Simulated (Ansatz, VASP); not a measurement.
## One calculation of Rh, two programs

```
CELL_PARAMETERS angstrom
2.61718 0.00000 0.00000
0.00000 2.61718 0.00000
0.00000 0.00000 2.61718
ATOMIC_POSITIONS crystal
Rh 0.00000 0.00000 0.00000
```

Alike in both runs: task single point; functional revPBE; k mesh 14 × 14 × 14; occupations fermi-dirac, width 0.1 eV; no spin polarisation.

|  | VASP | Ansatz |
| --- | --- | --- |
| version | VASP 6.6.1 | Ansatz 0.2.0 |
| potentials or method | VASP PAW PBE potentials, release 64 (Rh_pv), cutoff 520 eV | plane waves (420 eV) with PAW, scalar-relativistic |
| valence electrons in the cell | 15 | 17 |

|  | VASP | Ansatz | Ansatz less VASP |
| --- | --- | --- | --- |
| pressure (GPa) | -10.8 | -10.9 | -0.06 |

VASP's potentials were made for PBE, not for revPBE. VASP's potentials hold 15 valence electrons a cell and Ansatz's 17, so a difference there can come from the potentials and not from the codes.
